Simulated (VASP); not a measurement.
# AgCl (P4/mmm) in VASP: a series of runs

The runs below take AgCl through single point, with LDA.

Program: VASP 6.6.1. These are calculated values, not measurements. Logs are shortened: lines on timing, memory, paths and dates and some standing lists are left out, and cuts for length are marked.

## 1. The cell of the first run

It takes space group P4/mmm (No. 123, tetragonal). Conventional cell: a = 3.434 Å, b = 3.434 Å, c = 3.297 Å, α = 90.00°, β = 90.00°, γ = 90.00°. Ag (site symmetry 4/mmm) has 8 Cl at 2.93 Å and 6 Ag at 3.30 to 3.43 Å within 3.9 Å. Cl (site symmetry 4/mmm) has 8 Ag at 2.93 Å and 6 Cl at 3.30 to 3.43 Å within 3.9 Å.

## 2. Single point, LDA (strain -0.0400 x Voigt [0, 1, 0, 0, 0, 0])

Input file INCAR:

```
SYSTEM = AgCl
PREC = Accurate
ENCUT = 520
EDIFF = 1E-6
ISMEAR = 0
SIGMA = 0.03
LREAL = .False.
LASPH = .True.
NELM = 60
ALGO = Normal
ISIF = 2
LWAVE = .False.
LCHARG = .False.
GGA = CA
NBANDS = 16
```

Input file KPOINTS:

```
Automatic mesh
0
Gamma
  10 10 10
  0 0 0
```

Input file POSCAR:

```
AgCl
1.0
    3.4339730000      0.0000000000      0.0000000000
    0.0000000000      3.2966140800      0.0000000000
    0.0000000000      0.0000000000      3.4339730000
Ag Cl
1 1
Direct
    0.0000000000      0.0000000000      0.0000000000
    0.5000000000      0.5000000000      0.5000000000
```

Potentials or basis: VASP PAW LDA potentials, release 64 (Ag, Cl).

Started as:

```sh
> cat potpaw_LDA.64/Ag/POTCAR potpaw_LDA.64/Cl/POTCAR > POTCAR
> mpirun -np 1 vasp_std > vasp.out
```

OUTCAR:

```text
SYSTEM = AgCl
   PREC = Accurate
   ENCUT = 520
   EDIFF = 1E-6
   ISMEAR = 0
   LREAL = .False.
   LASPH = .True.
   NELM = 60
   ISIF = 2
   GGA = CA

 ion  position               nearest neighbor table
   1  0.000  0.000  0.000-   2 2.93   2 2.93   2 2.93   2 2.93   2 2.93   2 2.93   2 2.93   2 2.93

   2  0.500  0.500  0.500-   1 2.93   1 2.93   1 2.93   1 2.93   1 2.93   1 2.93   1 2.93   1 2.93

  LATTYP: Found a simple tetragonal cell.
 ALAT       =     3.4339730000
 C/A-ratio  =     0.9600000000

  Lattice vectors:

 A1 = (  -3.4339730000,   0.0000000000,   0.0000000000)
 A2 = (   0.0000000000,   0.0000000000,   3.4339730000)
 A3 = (   0.0000000000,   3.2966140800,   0.0000000000)

Analysis of symmetry for initial positions (statically):
=====================================================================
 Subroutine PRICEL returns:
 Original cell was already a primitive cell.

 Routine SETGRP: Setting up the symmetry group for a
 simple tetragonal supercell.

 Subroutine GETGRP returns: Found 16 space group operations
 (whereof 16 operations were pure point group operations)
 out of a pool of 16 trial point group operations.

The static configuration has the point symmetry D_4h.

Analysis of symmetry for dynamics (positions and initial velocities):
=====================================================================
 Subroutine PRICEL returns:
 Original cell was already a primitive cell.

 Routine SETGRP: Setting up the symmetry group for a
 simple tetragonal supercell.

 Subroutine GETGRP returns: Found 16 space group operations
 (whereof 16 operations were pure point group operations)
 out of a pool of 16 trial point group operations.

The dynamic configuration has the point symmetry D_4h.

 Subroutine INISYM returns: Found 16 space group operations
 (whereof 16 operations are pure point group operations),
 and found     1 'primitive' translations

----------------------------------------------------------------------------------------

                                     Primitive cell

  volume of cell :      38.8742

  direct lattice vectors                    reciprocal lattice vectors
     3.433973000  0.000000000  0.000000000     0.291207881  0.000000000  0.000000000
     0.000000000  3.296614080  0.000000000     0.000000000  0.303341542  0.000000000
     0.000000000  0.000000000  3.433973000     0.000000000  0.000000000  0.291207881

  length of vectors
     3.433973000  3.296614080  3.433973000     0.291207881  0.303341542  0.291207881

  position of ions in fractional coordinates (direct lattice)
     0.000000000  0.000000000  0.000000000
     0.500000000  0.500000000  0.500000000

  ion indices of the primitive-cell ions
   primitive index   ion index
                 1           1
                 2           2

----------------------------------------------------------------------------------------

 KPOINTS: Automatic mesh

Automatic generation of k-mesh.
 Grid dimensions read from file:
 generate k-points for:   10   10   10

 Generating k-lattice:

  Cartesian coordinates                     Fractional coordinates (reciprocal lattice)
     0.029120788  0.000000000  0.000000000     0.100000000  0.000000000  0.000000000
     0.000000000  0.030334154  0.000000000     0.000000000  0.100000000  0.000000000
     0.000000000  0.000000000  0.029120788     0.000000000  0.000000000  0.100000000

  Length of vectors
     0.029120788  0.030334154  0.029120788

  Shift w.r.t. Gamma in fractional coordinates (k-lattice)
     0.000000000  0.000000000  0.000000000

 Subroutine IBZKPT returns following result:
 ===========================================

 Found    126 irreducible k-points:

 Following reciprocal coordinates:
            Coordinates               Weight
  0.000000  0.000000  0.000000      1.000000
  0.100000  0.000000  0.000000      4.000000
  0.200000  0.000000  0.000000      4.000000
  0.300000  0.000000  0.000000      4.000000
  0.400000  0.000000  0.000000      4.000000
  0.500000  0.000000  0.000000      2.000000
[... 16 lines left out ...]
  0.400000  0.300000  0.000000      8.000000
  0.500000  0.300000  0.000000      4.000000
 [... further k-points ...]
   k-points           NKPTS =    126   k-points in BZ     NKDIM =    126   number of bands    NBANDS=     16
   number of dos      NEDOS =    301   number of ions     NIONS =      2
   total plane-waves  NPLWV =  21952
   dimension x,y,z NGX =    28 NGY =   28 NGZ =   28
   dimension x,y,z NGXF=    56 NGYF=   56 NGZF=   56
   ions per type =               1   1
   NGX,Y,Z   is equivalent  to a cutoff of  13.56, 14.12, 13.56 a.u.
   NGXF,Y,Z  is equivalent  to a cutoff of  27.11, 28.24, 27.11 a.u.
 SYSTEM =  AgCl
   PREC   = accura    normal or accurate (medium, high low for compatibility)
   ISTART =      0    job   : 0-new  1-cont  2-samecut
   ICHARG =      2    charge: 1-file 2-atom 10-const
   ISPIN  =      1    spin polarized calculation?
   LNONCOLLINEAR =      F non collinear calculations
   LSORBIT =      F    spin-orbit coupling
   LASPH  =      T    aspherical Exc in radial PAW
   ENCUT  =  520.0 eV  38.22 Ry    6.18 a.u.   6.38  6.13  6.38*2*pi/ulx,y,z
   NELM   =     60;   NELMIN=  2; NELMDL= -5     # of ELM steps
   EDIFF  = 0.1E-05   stopping-criterion for ELM
   LREAL  =      F    real-space projection
   EDIFFG = 0.1E-04   stopping-criterion for IOM
   NSW    =      0    number of steps for IOM
   IBRION =     -1    ionic relax: 0-MD 1-quasi-New 2-CG
   NFREE  =      0    steps in history (QN), initial steepest desc. (CG)
   ISIF   =      2    stress and relaxation
   ISYM   =      2    0-nonsym 1-usesym 2-fastsym
   POTIM  = 0.5000    time-step for ionic-motion
   TEBEG  =    0.0;   TEEND  =   0.0 temperature during run
   PSTRESS=    0.0 pullay stress
   NELECT =      18.0000    total number of electrons
   NUPDOWN=      -1.0000    fix difference up-down
   EMIN   =  10.00;   EMAX   =-10.00  energy-range for DOS
   EFERMI =   0.00;   METHOD = LEGACY
   ISMEAR =     0;   SIGMA  =   0.03  broadening in eV -4-tet -1-fermi 0-gaus
   EFERMI_NEDOS =   21; number of points for ismear=-14 and -15
   IALGO  =     38    algorithm
   IMIX   =      4    mixing-type and parameters
     AMIX     =   0.40;   BMIX     =  1.00
     AMIX_MAG =   1.60;   BMIX_MAG =  1.00
  volume/ion in A,a.u.               =      19.44       131.17
  Fermi-wavevector in a.u.,A,eV,Ry     =   1.266519  2.393374 21.824703  1.604070
  Thomas-Fermi vector in A             =   2.399715
   LORBIT       =      0    0 simple, 1 ext, 2 COOP (PROOUT), +10 PAW based schemes
   GGA     = CA    functional components
   LHFCALC =     F    Hartree Fock is set to
   AEXX    =    0.0000 exact exchange contribution
   IVDW    =     0    specifies the selected vdW correction
   LEPSILON=     F    determine dielectric tensor
   LRPA    =     F    only Hartree local field effects (RPA)
 non-spin polarized calculation
 Gauss-broadening in eV      SIGMA  =   0.03
  energy-cutoff  :      520.00
  volume of cell :       38.87
 maximum number of plane-waves:      1063
 NGX is ok and might be reduce to    28
   NGX = 13   NGY = 13   NGZ = 13

 number of electron      18.0000004 magnetization

 Free energy of the ion-electron system (eV)
  ---------------------------------------------------
  ext. energy  EPLUGINS =         0.00000000
  ---------------------------------------------------
  free energy    TOTEN  =        -6.46036614 eV

  energy without entropy =       -6.46036614  energy(sigma->0) =       -6.46036614

 E-fermi :   4.3944     XC(G=0): -11.0405

 val. band max:        4.2649013392   @ k =   0.5000   0.0000   0.0000
 cond. band min:       4.5133131036   @ k =   0.0000   0.0000   0.0000
 fundamental gap:      0.2484117645
 Fermi energy:         4.3943658721

 k-point     1 :       0.0000    0.0000    0.0000
  band No.  band energies     occupation
      1     -10.5500      2.00000
      2       1.1499      2.00000
      3       1.2327      2.00000
      4       2.2120      2.00000
      5       2.2680      2.00000
      6       2.2680      2.00000
[... 8 lines left out ...]
     15      18.3383      0.00000
     16      20.3846      0.00000

 k-point     2 :       0.1000    0.0000    0.0000
  band No.  band energies     occupation
      1     -10.5065      2.00000
      2       1.0454      2.00000
      3       1.1961      2.00000
      4       1.8647      2.00000
      5       2.0555      2.00000
      6       2.0894      2.00000
[... 8 lines left out ...]
     15      17.6835      0.00000
     16      20.8183      0.00000

 k-point     3 :       0.2000    0.0000    0.0000
  band No.  band energies     occupation
      1     -10.3882      2.00000
      2       0.3564      2.00000
      3       1.2240      2.00000
      4       1.5005      2.00000
      5       1.7441      2.00000
      6       2.0216      2.00000
[... 8 lines left out ...]
     15      17.3066      0.00000
     16      20.6959      0.00000

 k-point     4 :       0.3000    0.0000    0.0000
  band No.  band energies     occupation
      1     -10.2328      2.00000
      2      -0.4718      2.00000
      3       1.2230      2.00000
      4       1.2702      2.00000
      5       1.4911      2.00000
      6       2.2546      2.00000
[... 8 lines left out ...]
     15      18.3786      0.00000
     16      20.5479      0.00000
[... 324 lines left out ...]
 k-point    22 :       0.3000    0.3000    0.0000
  band No.  band energies     occupation
      1      -9.9190      2.00000
      2      -0.0787      2.00000
      3       0.6255      2.00000
      4       1.4569      2.00000
      5       1.6405      2.00000
      6       2.0110      2.00000
[... 8 lines left out ...]
     15      18.2896      0.00000
     16      19.3309      0.00000

 k-point    23 :       0.4000    0.3000    0.0000
  band No.  band energies     occupation
      1      -9.8188      2.00000
      2      -0.2633      2.00000
      3       0.6463      2.00000
      4       1.4918      2.00000
      5       1.6281      2.00000
      6       1.9953      2.00000
[... 8 lines left out ...]
     15      18.2290      0.00000
     16      20.2979      0.00000

 k-point    24 :       0.5000    0.3000    0.0000
  band No.  band energies     occupation
      1      -9.7793      2.00000
      2      -0.3743      2.00000
      3       0.6869      2.00000
      4       1.4931      2.00000
      5       1.6190      2.00000
      6       2.0077      2.00000
[... 8 lines left out ...]
     15      18.2962      0.00000
     16      20.9108      0.00000

 [... further k-points ...]
[... 5 lines left out ...]
  --------------------------------------------------------------------------------------
  -------------------------------------------------------------------------------------
  Total       -1.6168786     -1.1190591     -1.6168786     -0.0000000      0.0000000      0.0000000
  in kB      -66.6386412    -46.1213232    -66.6386412     -0.0000000      0.0000000      0.0000000
  external PRESSURE =     -59.7995352 kB  Pullay stress =       0.0000000 kB

 VOLUME and BASIS-vectors are now :
 -----------------------------------------------------------------------------
  energy-cutoff  :      520.00
  volume of cell :       38.87
      direct lattice vectors                 reciprocal lattice vectors
     3.433973000  0.000000000  0.000000000     0.291207881  0.000000000  0.000000000
     0.000000000  3.296614080  0.000000000     0.000000000  0.303341542  0.000000000
     0.000000000  0.000000000  3.433973000     0.000000000  0.000000000  0.291207881

 POSITION                                       TOTAL-FORCE (eV/Angst)
 -----------------------------------------------------------------------------------
      0.00000      0.00000      0.00000         0.000000      0.000000      0.000000
      1.71699      1.64831      1.71699         0.000000      0.000000      0.000000
 -----------------------------------------------------------------------------------
    total drift:                               -0.000000      0.000000      0.000000

  FREE ENERGIE OF THE ION-ELECTRON SYSTEM (eV)
  ---------------------------------------------------
  free  energy   TOTEN  =        -6.4603661391 eV

  energy  without entropy=       -6.4603661391  energy(sigma->0) =       -6.46036614
```

Wall time 80 s (1 thread of Intel Xeon 8259CL, shared host); peak memory 0.2 GiB.

What came out:

| Item | Value |
| --- | --- |
| Free energy | -6.4604 eV |
| Pressure | -6.0 GPa |
| Band gap on the k mesh | 0.25 eV, indirect (least direct gap 1.67 eV) |

Caveat: the cell differs from its parent crystal (strain -0.0400 x Voigt [0, 1, 0, 0, 0, 0]).

## 3. Single point, LDA (strain -0.0200 x Voigt [0, 1, 0, 0, 0, 0])

Input file INCAR:

```
ALGO = Normal ; EDIFF = 1E-6
ENCUT = 520 ; ISIF = 2
ISMEAR = 0 ; LASPH = True
LCHARG = False ; LREAL = False
LWAVE = False ; NBANDS = 16
NELM = 100 ; PREC = Accurate
SIGMA = 0.03
```

Input file KPOINTS:

```
k-points
0
Gamma
  10 10 10
```

POSCAR: that of step 2 with these lines changed.

```diff
@@ -3,3 +3,3 @@
     3.4339730000      0.0000000000      0.0000000000
-    0.0000000000      3.2966140800      0.0000000000
+    0.0000000000      3.3652935400      0.0000000000
     0.0000000000      0.0000000000      3.4339730000
```

Potentials or basis: VASP PAW LDA potentials, release 64 (Ag, Cl).

Started as:

```sh
> cat potpaw_LDA.64/Ag/POTCAR potpaw_LDA.64/Cl/POTCAR > POTCAR
> mpirun -np 1 vasp_std > vasp.out
```

Wall time 88 s (1 thread of Intel Xeon 8259CL, shared host); peak memory 0.2 GiB.

The run converged. Its results:

- Free energy: -6.4332 eV
- Pressure: -6.9 GPa
- Band gap on the k mesh: 0.28 eV, indirect (least direct gap 1.75 eV)

Stress tensor (GPa, compression positive):
```
-7.18  0.00  0.00
 0.00 -6.23  0.00
 0.00  0.00 -7.18
```

Levels at points of the mesh, in eV from the valence-band top:
```csv
k point,band 6,band 7,band 8,band 9,band 10,band 11,band 12,band 13
"(0.00, 0.00, 0.00)",-1.92,-1.67,-1.67,-1.47,0.28,9.17,9.31,13.34
"(0.50, 0.00, 0.00)",-1.87,-1.57,-0.04,0.00,4.65,5.35,9.17,9.59
"(0.00, 0.50, 0.00)",-1.89,-1.48,-0.05,-0.05,4.54,5.43,9.14,9.68
"(0.50, 0.50, 0.00)",-2.27,-2.24,-1.60,-0.98,2.58,8.58,8.79,10.44
"(0.50, 0.00, 0.50)",-2.21,-2.21,-1.63,-0.85,2.39,8.79,8.79,10.50
"(0.50, 0.50, 0.50)",-1.57,-0.25,-0.21,-0.21,4.41,4.46,4.46,6.51
```

Caveat: the cell differs from its parent crystal (strain -0.0200 x Voigt [0, 1, 0, 0, 0, 0]).

## 4. Single point, LDA (strain -0.0100 x Voigt [0, 1, 0, 0, 0, 0])

Input file INCAR:

```
  ALGO = Normal
  EDIFF = 1E-6
  ENCUT = 520
  ISIF = 2
  ISMEAR = 0
  LASPH = T
  LCHARG = F
  LREAL = F
  LWAVE = F
  NBANDS = 16
  NELM = 60
  PREC = Accurate
  SIGMA = 0.03
```

KPOINTS is that of step 3.

POSCAR: that of step 3 with these lines changed.

```diff
@@ -3,3 +3,3 @@
     3.4339730000      0.0000000000      0.0000000000
-    0.0000000000      3.3652935400      0.0000000000
+    0.0000000000      3.3996332700      0.0000000000
     0.0000000000      0.0000000000      3.4339730000
```

Started as:

```sh
> cat potpaw_LDA.64/Ag/POTCAR potpaw_LDA.64/Cl/POTCAR > POTCAR
> mpirun -np 1 vasp_std > vasp.out
```

It took 91 s on 1 thread of Intel Xeon 8259CL, shared host; peak memory 0.2 GiB.

The run converged. Its results:

```yaml
Free_energy: -6.4167 eV
Pressure: -7.3 GPa
Band_gap_on_the_k_mesh: 0.30 eV, indirect (least direct gap 1.79 eV)
```

Stress tensor (GPa, compression positive):
```
-7.40  0.00  0.00
 0.00 -6.94  0.00
 0.00  0.00 -7.40
```

Levels at points of the mesh, in eV from the valence-band top:
```tsv
k point	band 5	band 6	band 7	band 8	band 9	band 10	band 11	band 12	band 13	band 14
(0.00, 0.00, 0.00)	-1.89	-1.89	-1.59	-1.59	-1.49	0.30	9.23	9.30	13.34	13.34
(0.50, 0.00, 0.00)	-2.73	-1.84	-1.52	-0.02	0.00	4.64	5.33	9.21	9.69	9.92
(0.00, 0.50, 0.00)	-2.70	-1.84	-1.48	-0.02	-0.02	4.59	5.37	9.20	9.74	9.74
(0.50, 0.50, 0.00)	-2.22	-2.21	-2.19	-1.57	-0.92	2.57	8.63	8.73	10.45	13.59
(0.50, 0.00, 0.50)	-2.20	-2.18	-2.18	-1.59	-0.86	2.47	8.73	8.73	10.48	13.74
(0.50, 0.50, 0.50)	-1.57	-1.55	-0.22	-0.20	-0.20	4.47	4.50	4.50	6.48	17.18
```

Caveat: the cell differs from its parent crystal (strain -0.0100 x Voigt [0, 1, 0, 0, 0, 0]). A k mesh can miss the band edges.

## 5. Overview

| cell | gap on the mesh (eV) | pressure (GPa) |
| --- | --- | --- |
| a = 3.434, b = 3.297 Å, 2 atoms | 0.25 | -6.0 |
| a = 3.434, b = 3.365 Å, 2 atoms | 0.28 | -6.9 |
| a = 3.434, b = 3.400 Å, 2 atoms | 0.30 | -7.3 |

Alike in all rows: task single point; level LDA; potentials or basis VASP PAW LDA potentials, release 64 (Ag, Cl); no spin polarisation; k mesh 10 × 10 × 10; cutoff (eV) 520; smearing gaussian 0.03 eV.

Total energies depend on the potentials used, so only differences within one code and one set of settings carry meaning.
